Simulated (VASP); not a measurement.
Input of a VASP 6.6.1 run:

File INCAR:

```
SYSTEM = Mg
PREC = Accurate ; ENCUT = 600
EDIFF = 1E-6 ; ISMEAR = 0
SIGMA = 0.1 ; LREAL = .FALSE.
LASPH = .TRUE. ; NELM = 120
ALGO = Normal ; ISIF = 2
LWAVE = .FALSE. ; LCHARG = .FALSE.
GGA = PE ; NBANDS = 7
GGA_COMPAT = .FALSE.
```

Contents of KPOINTS:

```
regular mesh
0
G
  15 15 14
  0 0 0
```

POSCAR

```
Mg
1.0
    3.1617272522      0.0000000000      0.0000000000
   -1.5808636262      2.7381361203      0.0000000000
    0.0000000000      0.0000000000      3.2017380500
Mg
1
Direct
    0.0000000000      0.0000000000      0.0000000000
```

Potentials or basis: VASP PAW PBE potentials, release 64 (Mg).

Command:

```console
$ cat potpaw_PBE.64/Mg/POTCAR > POTCAR
$ mpirun -np 1 vasp_std > vasp.out
```

Question: Predict the pressure.

Answer: -1.9 GPa.

Question: Predict the band gap on the k mesh.

Answer: Zero (bands 1 and 2 overlap by 4.85 eV).

Stress tensor (GPa, compression positive):
```
-1.80  0.00  0.00
 0.00 -1.80  0.00
 0.00  0.00 -1.98
```

Caveat: the cell differs from its parent crystal (strained).
